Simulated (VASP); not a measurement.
Here is a VASP 6.6.1 calculation.

The input INCAR:

```
SYSTEM = CaSe
PREC     = Accurate       ! precision mode
ENCUT    = 520            ! plane-wave cutoff, eV
EDIFF    = 1E-7           ! SCF threshold, eV
ISMEAR   = 0              ! smearing method
SIGMA    = 0.1            ! smearing width, eV
LREAL    = .False.        ! projectors in reciprocal space
LASPH    = .True.         ! aspherical terms in the spheres
NELM     = 80             ! most SCF steps
ALGO     = Normal         ! electronic algorithm
ISIF     = 2              ! what is computed and relaxed
LWAVE    = .False.        ! write WAVECAR
LCHARG   = .False.        ! write CHGCAR
GGA      = PE             ! functional
NBANDS   = 15             ! bands
```

KPOINTS

```
regular mesh
0
Gamma
  6 6 6
  0 0 0
```

File POSCAR:

```
CaSe
1.0
    0.0000000000      2.9702381052      2.9702381052
    2.9702381052      0.0000000000      2.9702381052
    2.9702381052      2.9702381052      0.0000000000
Ca Se
1 1
Direct
    0.0000000000      0.0000000000      0.0000000000
    0.5000000000      0.5000000000      0.5000000000
```

Potentials or basis: VASP PAW PBE potentials, release 64 (Ca_sv, Se).

Command:

```sh
$ cat potpaw_PBE.64/Ca_sv/POTCAR potpaw_PBE.64/Se/POTCAR > POTCAR
$ mpirun -np 1 vasp_std > vasp.out
```

(1) What does it give for the band gap on the k mesh?

(2) Predict the pressure.

Answers

(1) 2.05 eV, indirect (least direct gap 2.97 eV).

(2) 0.6 GPa.
